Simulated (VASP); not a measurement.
Wanted: the native input for a VASP 6.6.1 run.

```yaml
Task: single point
Functional: PBE
Potentials_or_basis: VASP PAW PBE potentials, release 64 (Mn_pv, Hg)
Cutoff: 520 eV
k_mesh: 10 × 10 × 10
Occupations: fermi-dirac, width 0.1 eV
Spin: no spin polarisation
Dipole_correction: no
Further_INCAR_settings: ALGO = Normal; EDIFF = 1e-06; NBANDS = 20
```

The structure of MnHg lies in POSCAR:

```
MnHg
1.0
    3.2588027028      0.0000000000      0.0000000000
    0.0000000000      3.2588027028      0.0000000000
    0.0000000000      0.0000000000      3.2588027028
Mn Hg
1 1
Direct
    0.5000000000      0.5000000000      0.5000000000
    0.0000000000      0.0000000000      0.0000000000
```

One way to write it, as run:

INCAR

```
ALGO = Normal ; EDIFF = 1E-6
ENCUT = 520 ; GGA = PE
ISIF = 2 ; ISMEAR = -1
LASPH = True ; LCHARG = False
LREAL = False ; LWAVE = False
NBANDS = 20 ; NELM = 100
PREC = Accurate ; SIGMA = 0.1
```

KPOINTS

```
k-points
0
Gamma
  10 10 10
```

Potentials or basis: VASP PAW PBE potentials, release 64 (Mn_pv, Hg).

Launch:

```console
$ cat potpaw_PBE.64/Mn_pv/POTCAR potpaw_PBE.64/Hg/POTCAR > POTCAR
$ mpirun -np 1 vasp_std > vasp.out
```

Results of the run:

```
Pressure               : -10.2 GPa
Band gap on the k mesh : zero (an odd number of electrons rules out a gap without spin polarisation)
```

Caveat: the cell stands under tension; spin-orbit coupling is left out, which moves the levels of the heavy elements; the run has no spin polarisation, though such a crystal can be magnetic.

Run time: 22 s on 1 thread of Intel Xeon 8259CL, on a shared host, peak memory 0.17 GiB.
